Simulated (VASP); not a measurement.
Runs of VASP 6.6.1 on Sr2O5 (cubic X2O5 type). The structure is that of space group Pn-3m (No. 224), or close to it. The cells are those of the table. 

```tsv
cell	k mesh	gap on the mesh (eV)	pressure (GPa)
a = 5.918 Å, 14 atoms	7 × 7 × 7	none	-3.7
a = 5.726 Å, 14 atoms	7 × 7 × 7	none	(a)
a = 5.804 Å, 14 atoms	10 × 10 × 10	none	0.4
a = 5.765 Å, 14 atoms	7 × 7 × 7	none	2.0
a = 5.918 Å, 14 atoms	10 × 10 × 10	none	-3.7
a = 5.686 Å, 14 atoms	7 × 7 × 7	none	6.0
```

Alike in all rows: task single point; level PBE; potentials or basis VASP PAW PBE potentials, release 64 (Sr_sv, O); no spin polarisation; cutoff (eV) 520; smearing fermi-dirac 0.0612256 eV.

**Question.** Estimate the missing entries.

**Answer.** (a) 3.9.

Caveats: semilocal functionals underestimate gaps, and a narrow one can read as zero; the cell stands under tension (at least some runs); the cell stands under pressure (at least some runs).

A k mesh can miss the band edges, and the runs leave out spin-orbit coupling on Sr.

A gap of «none» marks levels without a gap at the run's occupations.
